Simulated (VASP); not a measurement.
# Ti (P6_3/mmc) in VASP: notebook

Runs on Ti. Level: PBEsol. Tasks: single point.

Program: VASP 6.6.1. These are calculated values, not measurements. Logs are shortened: lines on timing, memory, paths and dates and some standing lists are left out, and cuts for length are marked.

### 1 The cell of the first run

Symmetry: P6_3/mmc, No. 194, hexagonal system. The conventional cell has a = 2.890 Å, b = 2.890 Å, c = 4.590 Å, α = 90.00°, β = 90.00°, γ = 120.00°. Within 3.7 Å of Ti (site symmetry -6m2) lie 12 Ti at 2.84 to 2.89 Å.

### 2 Single point, PBEsol (volume scaled by 0.94)

Contents of INCAR:

```
  PREC = Accurate
  ENCUT = 520
  EDIFF = 1E-7
  ISMEAR = -1
  SIGMA = 0.08
  LREAL = F
  LASPH = T
  NELM = 60
  ALGO = Normal
  ISIF = 2
  LWAVE = F
  LCHARG = F
  GGA = PS
  NBANDS = 19
```

Contents of KPOINTS:

```
Automatic mesh
0
Gamma
  13 13 7
```

Contents of POSCAR:

```
Ti
1.0
    2.8897769248      0.0000000000      0.0000000000
   -1.4448884624      2.5026202281      0.0000000000
    0.0000000000      0.0000000000      4.5903405054
Ti
2
Direct
    0.3333333333      0.6666666667      0.2500000000
    0.6666666667      0.3333333333      0.7500000000
```

Potentials or basis: VASP PAW PBE potentials, release 64 (Ti_sv).

On the command line:

```console
cat potpaw_PBE.64/Ti_sv/POTCAR > POTCAR
mpirun -np 1 vasp_std > vasp.out
```

OUTCAR:

```text
PREC = Accurate
   ENCUT = 520
   EDIFF = 1E-7
   ISMEAR = -1
   LREAL = F
   LASPH = T
   NELM = 60
   ISIF = 2
   GGA = PS

 ion  position               nearest neighbor table
   1  0.333  0.667  0.250-   2 2.84   2 2.84   2 2.84   2 2.84   2 2.84   2 2.84
   2  0.667  0.333  0.750-   1 2.84   1 2.84   1 2.84   1 2.84   1 2.84   1 2.84

  LATTYP: Found a hexagonal cell.
 ALAT       =     2.8897769248
 C/A-ratio  =     1.5884757284

  Lattice vectors:

 A1 = (   2.8897769248,   0.0000000000,   0.0000000000)
 A2 = (  -1.4448884624,   2.5026202281,   0.0000000000)
 A3 = (   0.0000000000,   0.0000000000,   4.5903405054)

Analysis of symmetry for initial positions (statically):
=====================================================================
 Subroutine PRICEL returns:
 Original cell was already a primitive cell.

 Routine SETGRP: Setting up the symmetry group for a
 hexagonal supercell.

 Subroutine GETGRP returns: Found 24 space group operations
 (whereof 12 operations were pure point group operations)
 out of a pool of 24 trial point group operations.

The static configuration has the point symmetry D_3d.
 The point group associated with its full space group is D_6h.

Analysis of symmetry for dynamics (positions and initial velocities):
=====================================================================
 Subroutine PRICEL returns:
 Original cell was already a primitive cell.

 Routine SETGRP: Setting up the symmetry group for a
 hexagonal supercell.

 Subroutine GETGRP returns: Found 24 space group operations
 (whereof 12 operations were pure point group operations)
 out of a pool of 24 trial point group operations.

The dynamic configuration has the point symmetry D_3d.
 The point group associated with its full space group is D_6h.

 Subroutine INISYM returns: Found 24 space group operations
 (whereof 12 operations are pure point group operations),
 and found     1 'primitive' translations

----------------------------------------------------------------------------------------

                                     Primitive cell

  volume of cell :      33.1974

  direct lattice vectors                    reciprocal lattice vectors
     2.889776925  0.000000000  0.000000000     0.346047472  0.199790601  0.000000000
    -1.444888462  2.502620228  0.000000000     0.000000000  0.399581202  0.000000000
     0.000000000  0.000000000  4.590340505     0.000000000  0.000000000  0.217848763

  length of vectors
     2.889776925  2.889776925  4.590340505     0.399581202  0.399581202  0.217848763

  position of ions in fractional coordinates (direct lattice)
     0.333333333  0.666666667  0.250000000
     0.666666667  0.333333333  0.750000000

  ion indices of the primitive-cell ions
   primitive index   ion index
                 1           1
                 2           2

----------------------------------------------------------------------------------------

 KPOINTS: Automatic mesh

Automatic generation of k-mesh.
 Grid dimensions read from file:
 generate k-points for:   13   13    7

 Generating k-lattice:

  Cartesian coordinates                     Fractional coordinates (reciprocal lattice)
     0.026619036  0.015368508  0.000000000     0.076923077 -0.000000000  0.000000000
     0.000000000  0.030737016  0.000000000     0.000000000  0.076923077  0.000000000
     0.000000000  0.000000000  0.031121252     0.000000000  0.000000000  0.142857143

  Length of vectors
     0.030737016  0.030737016  0.031121252

  Shift w.r.t. Gamma in fractional coordinates (k-lattice)
     0.000000000  0.000000000  0.000000000

 Subroutine IBZKPT returns following result:
 ===========================================

 Found     84 irreducible k-points:

 Following reciprocal coordinates:
            Coordinates               Weight
  0.000000  0.000000  0.000000      1.000000
  0.076923  0.000000  0.000000      6.000000
  0.153846  0.000000  0.000000      6.000000
  0.230769  0.000000  0.000000      6.000000
  0.307692  0.000000  0.000000      6.000000
  0.384615 -0.000000  0.000000      6.000000
[... 16 lines left out ...]
  0.076923  0.000000  0.142857     12.000000
  0.153846  0.000000  0.142857     12.000000
 [... further k-points ...]
   k-points           NKPTS =     84   k-points in BZ     NKDIM =     84   number of bands    NBANDS=     19
   number of dos      NEDOS =    301   number of ions     NIONS =      2
   total plane-waves  NPLWV =  20736
   dimension x,y,z NGX =    24 NGY =   24 NGZ =   36
   dimension x,y,z NGXF=    48 NGYF=   48 NGZF=   72
   ions per type =               2
   NGX,Y,Z   is equivalent  to a cutoff of  13.81, 13.81, 13.04 a.u.
   NGXF,Y,Z  is equivalent  to a cutoff of  27.61, 27.61, 26.08 a.u.
 SYSTEM =  unknown system
   PREC   = accura    normal or accurate (medium, high low for compatibility)
   ISTART =      0    job   : 0-new  1-cont  2-samecut
   ICHARG =      2    charge: 1-file 2-atom 10-const
   ISPIN  =      1    spin polarized calculation?
   LNONCOLLINEAR =      F non collinear calculations
   LSORBIT =      F    spin-orbit coupling
   LASPH  =      T    aspherical Exc in radial PAW
   ENCUT  =  520.0 eV  38.22 Ry    6.18 a.u.   5.37  5.37  8.53*2*pi/ulx,y,z
   NELM   =     60;   NELMIN=  2; NELMDL= -5     # of ELM steps
   EDIFF  = 0.1E-06   stopping-criterion for ELM
   LREAL  =      F    real-space projection
   EDIFFG = 0.1E-05   stopping-criterion for IOM
   NSW    =      0    number of steps for IOM
   IBRION =     -1    ionic relax: 0-MD 1-quasi-New 2-CG
   NFREE  =      0    steps in history (QN), initial steepest desc. (CG)
   ISIF   =      2    stress and relaxation
   ISYM   =      2    0-nonsym 1-usesym 2-fastsym
   POTIM  = 0.5000    time-step for ionic-motion
   TEBEG  =    0.0;   TEEND  =   0.0 temperature during run
   PSTRESS=    0.0 pullay stress
   NELECT =      24.0000    total number of electrons
   NUPDOWN=      -1.0000    fix difference up-down
   EMIN   =  10.00;   EMAX   =-10.00  energy-range for DOS
   EFERMI =   0.00;   METHOD = LEGACY
   ISMEAR =    -1;   SIGMA  =   0.08  broadening in eV -4-tet -1-fermi 0-gaus
   EFERMI_NEDOS =   21; number of points for ismear=-14 and -15
   IALGO  =     38    algorithm
   IMIX   =      4    mixing-type and parameters
     AMIX     =   0.40;   BMIX     =  1.00
     AMIX_MAG =   1.60;   BMIX_MAG =  1.00
  volume/ion in A,a.u.               =      16.60       112.01
  Fermi-wavevector in a.u.,A,eV,Ry     =   1.469300  2.776575 29.372841  2.158843
  Thomas-Fermi vector in A             =   2.584694
   LORBIT       =      0    0 simple, 1 ext, 2 COOP (PROOUT), +10 PAW based schemes
   GGA     = PS    functional components
   LHFCALC =     F    Hartree Fock is set to
   AEXX    =    0.0000 exact exchange contribution
   IVDW    =     0    specifies the selected vdW correction
   LEPSILON=     F    determine dielectric tensor
   LRPA    =     F    only Hartree local field effects (RPA)
 non-spin polarized calculation
  energy-cutoff  :      520.00
  volume of cell :       33.20
 maximum number of plane-waves:       911
 NGX is ok and might be reduce to    24
   NGX = 11   NGY = 11   NGZ = 17

 number of electron      24.0000001 magnetization

 Free energy of the ion-electron system (eV)
  ---------------------------------------------------
  ext. energy  EPLUGINS =         0.00000000
  ---------------------------------------------------
  free energy    TOTEN  =       -16.69996884 eV

  energy without entropy =      -16.65367428  energy(sigma->0) =      -16.67682156

 E-fermi :   8.6839     XC(G=0): -11.8535

 val. band max:        8.6804316862   @ k =   0.0769   0.0769   0.4286
 cond. band min:       8.6913313267   @ k =   0.0000   0.0000   0.4286
 fundamental gap:      0.0108996405
 Fermi energy:         8.6838824317

 k-point     1 :       0.0000    0.0000    0.0000
  band No.  band energies     occupation
      1     -47.8541      2.00000
      2     -47.6883      2.00000
      3     -24.5961      2.00000
      4     -23.8525      2.00000
      5     -23.8525      2.00000
      6     -23.7689      2.00000
[... 11 lines left out ...]
     18      10.4124      0.00000
     19      12.0371      0.00000

 k-point     2 :       0.0769    0.0000    0.0000
  band No.  band energies     occupation
      1     -47.8470      2.00000
      2     -47.6854      2.00000
      3     -24.5808      2.00000
      4     -23.8842      2.00000
      5     -23.8630      2.00000
      6     -23.7752      2.00000
[... 11 lines left out ...]
     18      10.3133      0.00000
     19      12.0905      0.00000

 k-point     3 :       0.1538    0.0000    0.0000
  band No.  band energies     occupation
      1     -47.8268      2.00000
      2     -47.6776      2.00000
      3     -24.5368      2.00000
      4     -23.9726      2.00000
      5     -23.8913      2.00000
      6     -23.8600      2.00000
[... 11 lines left out ...]
     18      10.4578      0.00000
     19      12.2068      0.00000

 k-point     4 :       0.2308    0.0000    0.0000
  band No.  band energies     occupation
      1     -47.7972      2.00000
      2     -47.6677      2.00000
      3     -24.4696      2.00000
      4     -24.0983      2.00000
      5     -23.9823      2.00000
      6     -23.9296      2.00000
[... 11 lines left out ...]
     18      10.9424      0.00000
     19      12.3222      0.00000

 k-point     5 :       0.3077    0.0000    0.0000
  band No.  band energies     occupation
      1     -47.7636      2.00000
      2     -47.6591      2.00000
      3     -24.3881      2.00000
      4     -24.2328      2.00000
      5     -24.1074      2.00000
      6     -23.9688      2.00000
[... 11 lines left out ...]
     18      11.5121      0.00000
     19      12.4076      0.00000
[... 334 lines left out ...]
      2     -47.6644      2.00000
      3     -24.3124      2.00000
      4     -24.1989      2.00000
      5     -24.1562      2.00000
      6     -24.1337      2.00000
[... 11 lines left out ...]
     18      12.1867      0.00000
     19      14.5340      0.00000

 k-point    22 :       0.0000    0.0000    0.1429
  band No.  band energies     occupation
      1     -47.8461      2.00000
      2     -47.6966      2.00000
      3     -24.5568      2.00000
      4     -23.8468      2.00000
      5     -23.8468      2.00000
      6     -23.8117      2.00000
[... 11 lines left out ...]
     18      10.6082      0.00000
     19      12.0467      0.00000

 k-point    23 :       0.0769    0.0000    0.1429
  band No.  band energies     occupation
      1     -47.8391      2.00000
      2     -47.6935      2.00000
      3     -24.5434      2.00000
      4     -23.8777      2.00000
      5     -23.8571      2.00000
      6     -23.8296      2.00000
[... 11 lines left out ...]
     18      10.5601      0.00000
     19      12.0898      0.00000

 k-point    24 :       0.1538    0.0000    0.1429
  band No.  band energies     occupation
      1     -47.8195      2.00000
      2     -47.6851      2.00000
      3     -24.5057      2.00000
      4     -23.9638      2.00000
      5     -23.9005      2.00000
      6     -23.8845      2.00000
[... 11 lines left out ...]
     18      10.5778      0.00000
     19      12.1829      0.00000

 [... further k-points ...]

------------------------ aborting loop because EDIFF is reached ----------------------------------------

  FORCE on cell =-STRESS in cart. coord.  units (eV):
  Direction    XX          YY          ZZ          XY          YZ          ZX
  --------------------------------------------------------------------------------------
  -------------------------------------------------------------------------------------
  Total        0.1609401      0.1609401      0.1016244      0.0000000      0.0000000      0.0000000
  in kB        7.7673085      7.7673085      4.9046084      0.0000000      0.0000000      0.0000000
  external PRESSURE =       6.8130751 kB  Pullay stress =       0.0000000 kB

 VOLUME and BASIS-vectors are now :
 -----------------------------------------------------------------------------
  energy-cutoff  :      520.00
  volume of cell :       33.20
      direct lattice vectors                 reciprocal lattice vectors
     2.889776925  0.000000000  0.000000000     0.346047472  0.199790601  0.000000000
    -1.444888462  2.502620228  0.000000000     0.000000000  0.399581202  0.000000000
     0.000000000  0.000000000  4.590340505     0.000000000  0.000000000  0.217848763

 POSITION                                       TOTAL-FORCE (eV/Angst)
 -----------------------------------------------------------------------------------
     -0.00000      1.66841      1.14759         0.000000     -0.000000      0.000000
      1.44489      0.83421      3.44276        -0.000000      0.000000      0.000000
 -----------------------------------------------------------------------------------
    total drift:                                0.000000     -0.000000      0.000000

  FREE ENERGIE OF THE ION-ELECTRON SYSTEM (eV)
  ---------------------------------------------------
  free  energy   TOTEN  =       -16.6999688402 eV

  energy  without entropy=      -16.6536742822  energy(sigma->0) =      -16.67682156
```

It took 67 s on 1 thread of Intel Xeon Platinum 8259CL at 2.50GHz (Skylake/Cascade Lake), shared host; peak memory 0.18 GiB.

What came out:

| Quantity | Value |
| --- | --- |
| Free energy | -16.7000 eV |
| Pressure | 0.7 GPa |
| Band gap on the k mesh | zero (band 12 reaches 9.50 eV, above the bottom of band 13 at 8.36 eV) |

Stress tensor (GPa, compression positive):
```
0.78 0.00 0.00
0.00 0.78 0.00
0.00 0.00 0.49
```

Caveat: the PAW data sets were made with another functional, which shifts forces and pressure a little.

### 3 Single point, PBEsol (volume scaled by 0.9405)

Contents of INCAR:

```
SYSTEM = Ti
PREC = Accurate
ENCUT = 520
EDIFF = 1E-7
ISMEAR = -1
SIGMA = 0.08
LREAL = .FALSE.
LASPH = .TRUE.
NELM = 100
ALGO = Normal
ISIF = 2
LWAVE = .FALSE.
LCHARG = .FALSE.
GGA = PS
NBANDS = 19
```

Contents of KPOINTS:

```
regular mesh
0
G
  13 13 7
  0 0 0
```

Contents of POSCAR:

```
Ti
1.0
    2.8902892058      0.0000000000      0.0000000000
   -1.4451446029      2.5030638765      0.0000000000
    0.0000000000      0.0000000000      4.5911542513
Ti
2
Direct
    0.3333333333      0.6666666667      0.2500000000
    0.6666666667      0.3333333333      0.7500000000
```

Potentials or basis: VASP PAW PBE potentials, release 64 (Ti_sv).

On the command line:

```console
cat potpaw_PBE.64/Ti_sv/POTCAR > POTCAR
mpirun -np 1 vasp_std > vasp.out
```

OUTCAR:

```text
SYSTEM = Ti
   PREC = Accurate
   ENCUT = 520
   EDIFF = 1E-7
   ISMEAR = -1
   LREAL = .FALSE.
   LASPH = .TRUE.
   NELM = 100
   ISIF = 2
   GGA = PS

 ion  position               nearest neighbor table
   1  0.333  0.667  0.250-   2 2.84   2 2.84   2 2.84   2 2.84   2 2.84   2 2.84
   2  0.667  0.333  0.750-   1 2.84   1 2.84   1 2.84   1 2.84   1 2.84   1 2.84

  LATTYP: Found a hexagonal cell.
 ALAT       =     2.8902892058
 C/A-ratio  =     1.5884757283

  Lattice vectors:

[... 716 lines left out ...]

------------------------ aborting loop because EDIFF is reached ----------------------------------------

  FORCE on cell =-STRESS in cart. coord.  units (eV):
  Direction    XX          YY          ZZ          XY          YZ          ZX
  --------------------------------------------------------------------------------------
  -------------------------------------------------------------------------------------
  Total        0.1472096      0.1472096      0.0875005      0.0000000     -0.0000000      0.0000000
  in kB        7.1008723      7.1008723      4.2207130      0.0000000     -0.0000000      0.0000000
  external PRESSURE =       6.1408192 kB  Pullay stress =       0.0000000 kB

 VOLUME and BASIS-vectors are now :
 -----------------------------------------------------------------------------
  energy-cutoff  :      520.00
  volume of cell :       33.22
      direct lattice vectors                 reciprocal lattice vectors
     2.890289206  0.000000000  0.000000000     0.345986138  0.199755190  0.000000000
    -1.445144603  2.503063877  0.000000000     0.000000000  0.399510380  0.000000000
     0.000000000  0.000000000  4.591154251     0.000000000  0.000000000  0.217810151

 POSITION                                       TOTAL-FORCE (eV/Angst)
 -----------------------------------------------------------------------------------
     -0.00000      1.66871      1.14779        -0.000000      0.000000      0.000000
      1.44514      0.83435      3.44337         0.000000     -0.000000      0.000000
 -----------------------------------------------------------------------------------
    total drift:                               -0.000000      0.000000     -0.000000

  FREE ENERGIE OF THE ION-ELECTRON SYSTEM (eV)
  ---------------------------------------------------
  free  energy   TOTEN  =       -16.7000483545 eV

  energy  without entropy=      -16.6537314913  energy(sigma->0) =      -16.67688992
```

OSZICAR:

```text
N       E                     dE             d eps       ncg     rms          rms(c)
DAV:   1     0.258818112607E+03    0.25882E+03   -0.12996E+04  3208   0.159E+03
DAV:   2     0.108786297339E+02   -0.24794E+03   -0.24384E+03  3298   0.439E+02
DAV:   3    -0.177008669021E+02   -0.28579E+02   -0.28225E+02  5938   0.123E+02
DAV:   4    -0.188536855055E+02   -0.11528E+01   -0.11508E+01  3668   0.255E+01
DAV:   5    -0.189050225372E+02   -0.51337E-01   -0.51329E-01  4674   0.395E+00    0.130E+01
DAV:   6    -0.167063139871E+02    0.21987E+01   -0.76037E+00  3723   0.282E+01    0.322E+00
DAV:   7    -0.166796613098E+02    0.26653E-01   -0.80817E-01  4816   0.655E+00    0.213E+00
DAV:   8    -0.167078913129E+02   -0.28230E-01   -0.21925E-01  3433   0.546E+00    0.756E-01
DAV:   9    -0.166994400406E+02    0.84513E-02   -0.46549E-02  3598   0.226E+00    0.778E-02
DAV:  10    -0.167000210838E+02   -0.58104E-03   -0.40579E-03  4623   0.355E-01    0.911E-02
DAV:  11    -0.167000597242E+02   -0.38640E-04   -0.12277E-04  3944   0.806E-02    0.465E-02
DAV:  12    -0.167000483785E+02    0.11346E-04   -0.46280E-05  3440   0.631E-02    0.444E-03
DAV:  13    -0.167000482715E+02    0.10695E-06   -0.18869E-06  3880   0.117E-02    0.226E-03
DAV:  14    -0.167000483545E+02   -0.82950E-07   -0.19309E-07  2901   0.327E-03
   1 F= -.16700048E+02 E0= -.16676890E+02  d E =-.463169E-01
```

It took 82 s on 1 thread of Intel Xeon Platinum 8259CL at 2.50GHz (Skylake/Cascade Lake), shared host; peak memory 0.18 GiB.

What came out:

```yaml
Free_energy: -16.7000 eV
Pressure: 0.6 GPa
Band_gap_on_the_k_mesh: zero (band 12 reaches 9.49 eV, above the bottom of band 13 at 8.35 eV)
```

Levels at points of the mesh, in eV from the Fermi level:
```
           k point  band 9  band 10  band 11  band 12  band 13  band 14  band 15  band 16
(0.00, 0.00, 0.00)   -6.30    -2.80     0.81     0.81     0.89     0.92     1.34     1.34
```

Caveat: the PAW data sets were made with another functional, which shifts forces and pressure a little.
